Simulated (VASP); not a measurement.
Here is a VASP 6.6.1 calculation.

INCAR

```
SYSTEM = EuO
PREC = Accurate
ENCUT = 600
EDIFF = 1E-6
ISMEAR = 0
SIGMA = 0.05
LREAL = .FALSE.
LASPH = .TRUE.
NELM = 200
ALGO = Normal
ISIF = 2
LWAVE = .FALSE.
LCHARG = .FALSE.
ISPIN = 2
MAGMOM = 1.75 0
LORBIT = 11
NUPDOWN = 1.75
LMAXMIX = 6
LDAU = .TRUE.
LDAUTYPE = 2
LDAUL = 3 -1
LDAUU = 7 0
LDAUJ = 0 0
LDAUPRINT = 1
GGA = PE
NBANDS = 22
GGA_COMPAT = .FALSE.
```

The input KPOINTS:

```
regular mesh
0
G
  6 6 6
  0 0 0
```

Contents of POSCAR:

```
EuO
1.0
    0.0000000000      2.5719519700      2.5719519700
    2.5719519700      0.0000000000      2.5719519700
    2.5719519700      2.5719519700      0.0000000000
Eu O
1 1
Direct
    0.5000000000      0.5000000000      0.5000000000
    0.0000000000      0.0000000000      0.0000000000
```

Potentials or basis: VASP PAW PBE potentials, release 64 (Eu, O).

The run is started by

```bash
$ cat potpaw_PBE.64/Eu/POTCAR potpaw_PBE.64/O/POTCAR > POTCAR
$ mpirun -np 1 vasp_std > vasp.out
```

Predict the pressure.

-4.8 GPa.

Eigenvalues of the final occupation matrices:
| site | spin | trace | eigenvalues |
| --- | --- | --- | --- |
| site 1 f | 1 | 3.95 | 0.01 0.01 0.01 0.98 0.98 0.98 0.98 |
| site 1 f | 2 | 2.60 | 0.00 0.00 0.00 0.00 0.86 0.86 0.86 |

Caveat: the cell stands under tension; spin-orbit coupling is left out, which moves the levels of the heavy elements; the total moment is fixed, so each spin has its own Fermi level; a cell with one magnetic atom can't hold antiferromagnetic order, which such compounds often take. The state reached can hang on the start; a lower one may exist.
